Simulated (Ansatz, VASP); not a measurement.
## Two plane-wave programs on TiAl

```
Ti Al
1.0
     3.17906    0.00000    0.00000
     0.00000    3.17906    0.00000
     0.00000    0.00000    3.17906
Ti Al
1 1
Direct
  0.00000 0.00000 0.00000
  0.50000 0.50000 0.50000
```

Alike in both runs: task single point; functional PBEsol; k mesh 16 × 16 × 16; occupations gaussian, width 0.15 eV; no spin polarisation.

|  | VASP | Ansatz |
| --- | --- | --- |
| version | VASP 6.6.1 | Ansatz 0.2.0 |
| potentials or method | VASP PAW PBE potentials, release 64 (Ti_sv, Al), cutoff 520 eV | scalar-relativistic, plane waves, PAW |
| valence electrons in the cell | 15 | 15 |

|  | VASP | Ansatz | Ansatz less VASP |
| --- | --- | --- | --- |
| gap on the k mesh at the Fermi level (eV) | none | none | - |
| pressure (GPa) | -2.4 | -2.4 | +0.02 |

VASP's potentials were made for PBE, not for PBEsol. A gap of «none» marks a metal or a gap that the smearing closes.
